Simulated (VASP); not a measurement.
Input of a VASP 6.6.1 run:

Contents of INCAR:

```
SYSTEM = Al3VN4
ALGO     = Fast           ! electronic algorithm
EDIFF    = 1E-7           ! SCF threshold, eV
EDIFFG   = -0.04          ! ionic threshold
ENCUT    = 600            ! plane-wave cutoff, eV
GGA      = PE             ! functional
IBRION   = 2              ! ionic algorithm
ISIF     = 3              ! what is computed and relaxed
ISMEAR   = 0              ! smearing method
ISPIN    = 2              ! spin polarisation
LASPH    = .TRUE.         ! aspherical terms in the spheres
LCHARG   = .FALSE.        ! write CHGCAR
LMAXMIX  = 4              ! l up to which the mixer works
LORBIT   = 11             ! projections on sites
LREAL    = .FALSE.        ! projectors in reciprocal space
LWAVE    = .FALSE.        ! write WAVECAR
MAGMOM   = 0 0 0 2 0 0 0 0 ! initial moments
NELM     = 150            ! most SCF steps
NSW      = 90             ! ionic steps
PREC     = Accurate       ! precision mode
SIGMA    = 0.1            ! smearing width, eV
```

KPOINTS

```
k-points
0
G
  4 4 6
  0 0 0
```

The input POSCAR:

```
Al3VN4
1.0
    3.3023798200     -4.6702703300      0.0000000000
    3.3023798200      4.6702703300      0.0000000000
    0.0000000000      0.0000000000      3.3023798200
Al V N
3 1 4
Direct
    0.0000000000      0.5000000000      0.0000000000
    0.5000000000      0.5000000000      0.5000000000
    0.5000000000      0.0000000000      0.0000000000
    0.0000000000      0.0000000000      0.5000000000
    0.7500000000      0.7500000000      0.0000000000
    0.7500000000      0.2500000000      0.5000000000
    0.2500000000      0.7500000000      0.5000000000
    0.2500000000      0.2500000000      0.0000000000
```

Potentials or basis: VASP PAW PBE potentials, release 64 (Al, V_sv, N).

The run is started by

```bash
$ cat potpaw_PBE.64/Al/POTCAR potpaw_PBE.64/V_sv/POTCAR potpaw_PBE.64/N/POTCAR > POTCAR
$ mpirun -np 1 vasp_std > vasp.out
```

Question: Estimate the relaxed volume.

Answer: 8.67 Å³/atom.

Question: Predict the relaxed cell.

Answer: a = 5.056 Å, b = 5.056 Å, c = 2.878 Å, α = 90.00°, β = 90.00°, γ = 109.53°.

Stress tensor (GPa, compression positive):
```
-0.09  0.00  0.00
 0.00  0.19  0.00
 0.00  0.00 -0.19
```

Caveat: the volume moved by over 15 % at a fixed basis, so the end points are rough.
